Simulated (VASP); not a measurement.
Ni:

```
CELL_PARAMETERS angstrom
0.00000 1.76835 1.76835
1.76835 0.00000 1.76835
3.53670 3.53670 0.00000
ATOMIC_POSITIONS crystal
Ni 0.00000 0.00000 0.00000
Ni 0.00000 0.00000 0.50000
```

Base run:

```yaml
Program: VASP 6.6.1
Functional: r2SCAN
Potentials_or_basis: VASP PAW PBE potentials, release 64 (Ni)
Cutoff: 520 eV
k_mesh: 14 × 14 × 7
Occupations: gaussian, width 0.1 eV
Spin: collinear spin, antiferromagnetic start
Starting_moments: "[2.0, -2.0] μB"
```

Its results: pressure -9.5 GPa; net moment 0.00 μB per cell; site moments Ni +0.56, -0.56 μB.

Task: The run is repeated on the same cell with these changes: spin from collinear spin, antiferromagnetic start to collinear spin; moments at the start from [2.0, -2.0] to [2.0, 0.0]. What comes out?

Result: Pressure -9.2 GPa; net moment 1.50 μB per cell; site moments Ni +0.78 μB.

Caveats: the cell stands under tension; the PAW data sets were made with another functional, which shifts forces and pressure a little; the antiferromagnetic order is the one typed at the start, and another may lie lower (at least some runs).
